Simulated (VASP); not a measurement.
Here is a VASP 6.6.1 calculation.

The input INCAR:

```
PREC = Accurate ; ENCUT = 520
EDIFF = 1E-6 ; ISMEAR = 0
SIGMA = 0.15 ; LREAL = F
LASPH = T ; NELM = 100
ALGO = Fast ; ISIF = 2
LWAVE = F ; LCHARG = F
GGA = PE ; NBANDS = 54
```

The input KPOINTS:

```
Automatic mesh
0
Gamma
  13 18 5
```

POSCAR

```
Cu
1.0
    3.6150000000      0.0000000000      0.0000000000
    0.0000000000      1.8075000000     -1.8075000000
    0.0000000000     10.4119805153     10.4119805153
Cu
8
Direct
    0.0000000000      0.0000000000      0.6509928625
    0.5000000000      0.5000000000      0.0433995242
    0.0000000000      0.0000000000      0.1301985725
    0.5000000000      0.5000000000      0.2169976208
    0.0000000000      0.0000000000      0.3037966692
    0.5000000000      0.5000000000      0.3905957175
    0.0000000000      0.0000000000      0.4773947658
    0.5000000000      0.5000000000      0.5641938142
```

Potentials or basis: VASP PAW PBE potentials, release 64 (Cu).

Launch:

```console
$ cat potpaw_PBE.64/Cu/POTCAR > POTCAR
$ mpirun -np 1 vasp_std > vasp.out
```

Q: Estimate the band gap on the k mesh.

A: Zero (bands 44 and 45 overlap by 2.98 eV).

Q: What does it give for the pressure?

A: -1.0 GPa.

Forces in eV/Å, atoms in the order of the input:
```
Cu   0.000 -0.217 -0.217
Cu   0.000  0.217  0.217
Cu   0.000 -0.283 -0.283
Cu   0.000 -0.006 -0.006
Cu   0.000 -0.017 -0.017
Cu   0.000  0.017  0.017
Cu   0.000  0.006  0.006
Cu   0.000  0.283  0.283
```

Caveat: the cell differs from its parent crystal (the distance across one plane changed).
